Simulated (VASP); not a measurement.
# MgS (Niningerite): single point with PBEsol

The system is MgS (Niningerite).

```
Mg S
1.0
     0.00000    2.51993    2.51993
     2.51993    0.00000    2.51993
     2.51993    2.51993    0.00000
Mg S
1 1
Direct
  0.00000 0.00000 0.00000
  0.50000 0.50000 0.50000
```

```json
{"Program": "VASP 6.6.1", "Task": "single point", "Functional": "PBEsol", "Potentials or basis": "VASP PAW PBE potentials, release 64 (Mg, S)", "Cutoff": "520 eV", "k mesh": "5 × 5 × 5", "Occupations": "gaussian, width 0.01 eV", "Spin": "no spin polarisation"}
```

The pressure is 7.7 GPa. The band gap on the k mesh is 3.32 eV, indirect (least direct gap 4.38 eV).

Levels at points of the mesh, in eV from the valence-band top:
| k point | band 1 | band 2 | band 3 | band 4 | band 5 | band 6 | band 7 | band 8 |
| --- | --- | --- | --- | --- | --- | --- | --- | --- |
| (0.00, 0.00, 0.00) | -13.27 | 0.00 | 0.00 | 0.00 | 4.38 | 7.77 | 7.77 | 7.77 |

Wall time 4 s on 1 thread of Intel Xeon 6975P-C, with other jobs on the host, peak memory 0.15 GiB.

Caveat: the k points lie up to 0.43 Å⁻¹ apart; the PAW data sets were made with another functional, which shifts forces and pressure a little. A k mesh can miss the band edges.
